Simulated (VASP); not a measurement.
## TiO2: single point with PBE+U

TiO2:

```
Ti O
1.0
     4.64038    0.00000    0.00000
     0.00000    4.64038    0.00000
     0.00000    0.00000    3.00638
Ti O
2 4
Cartesian
  0.0000 0.0000 0.0000
  2.3202 2.3202 1.5032
  1.4183 1.4183 0.0000
  0.9019 3.7385 1.5032
  3.2221 3.2221 0.0000
  3.7385 0.9019 1.5032
```

```
Program                : VASP 6.6.1
Task                   : single point
Functional             : PBE
Potentials or basis    : VASP PAW PBE potentials, release 64 (Ti_sv, O)
Cutoff                 : 520 eV
k mesh                 : 6 × 6 × 10
Occupations            : gaussian, width 0.02 eV
Spin                   : no spin polarisation
Hubbard terms          : Ti d U = 4.0 eV
Dipole correction      : no
Further INCAR settings : ALGO = Normal; EDIFF = 1e-07; NBANDS = 33
```

| Item | Value |
| --- | --- |
| Pressure | 4.0 GPa |
| Largest force | 0.147 eV/Å |
| Band gap on the k mesh | 2.31 eV, direct |

Forces on the atoms (eV/Å):
```
Ti   0.000  0.000  0.000
Ti   0.000  0.000  0.000
O   -0.104 -0.104  0.000
O    0.104 -0.104  0.000
O    0.104  0.104  0.000
O   -0.104  0.104  0.000
```

Stress tensor (GPa, compression positive):
```
3.77 0.00 0.00
0.00 3.77 0.00
0.00 0.00 4.45
```

Levels at points of the mesh, in eV from the valence-band top:
| k point | band 22 | band 23 | band 24 | band 25 | band 26 | band 27 |
| --- | --- | --- | --- | --- | --- | --- |
| (0.00, 0.00, 0.00) | -0.50 | -0.50 | 0.00 | 2.31 | 2.54 | 2.82 |
| (0.50, 0.00, 0.00) | -1.70 | -0.75 | -0.75 | 2.90 | 2.90 | 3.37 |
| (0.50, 0.50, 0.00) | -1.45 | -1.13 | -1.13 | 2.31 | 2.31 | 2.89 |
| (0.00, 0.00, 0.50) | -2.23 | -1.45 | -1.45 | 3.29 | 3.29 | 3.52 |
| (0.50, 0.00, 0.50) | -1.95 | -1.04 | -1.04 | 2.34 | 2.34 | 3.57 |
| (0.50, 0.50, 0.50) | -1.19 | -0.73 | -0.73 | 2.95 | 2.95 | 3.53 |

Eigenvalues of the final occupation matrices:
| site | spin | trace | eigenvalues |
| --- | --- | --- | --- |
| site 1 d | 1 | 0.78 | 0.08 0.10 0.10 0.24 0.27 |
| site 1 d | 2 | 0.78 | 0.08 0.10 0.10 0.24 0.27 |
| site 2 d | 1 | 0.78 | 0.08 0.10 0.10 0.24 0.27 |
| site 2 d | 2 | 0.78 | 0.08 0.10 0.10 0.24 0.27 |

It took 77 s on 1 thread of AMD EPYC 9R45 96-Core Processor (Zen 5) (shared host), peak memory 0.21 GiB.

A k mesh can miss the band edges.
